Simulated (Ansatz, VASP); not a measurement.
**Two plane-wave programs on Cd**

```
Cd
1.0
     0.00000    2.18876    2.18876
     2.18876    0.00000    2.18876
     2.18876    2.18876    0.00000
Cd
1
Direct
  0.00000 0.00000 0.00000
```

Alike in both runs: functional PBEsol; k mesh 8 × 8 × 8; occupations gaussian, width 0.1 eV; no spin polarisation.

Ansatz relaxed the structure, and its values are those at the end. VASP's run is a single point on that final structure, the one shown.

```csv
,VASP,Ansatz
version,VASP 6.6.1,Ansatz 0.2.0
potentials or method,"VASP PAW PBE potentials, release 64 (Cd), cutoff 500 eV","scalar-relativistic, plane waves, PAW"
valence electrons in the cell,12,20
```

|  | VASP | Ansatz | Ansatz less VASP |
| --- | --- | --- | --- |
| gap on the k mesh at the Fermi level (eV) | none | none | - |
| pressure (GPa) | 0.5 | 0.1 | -0.36 |

VASP's potentials were made for PBE, not for PBEsol. A gap of «none» marks a metal or a gap that the smearing closes. The functional is the same, so the differences come from potentials, cutoffs and numerics. VASP's potentials hold 12 valence electrons a cell and Ansatz's 20, so a difference there can come from the potentials and not from the codes.
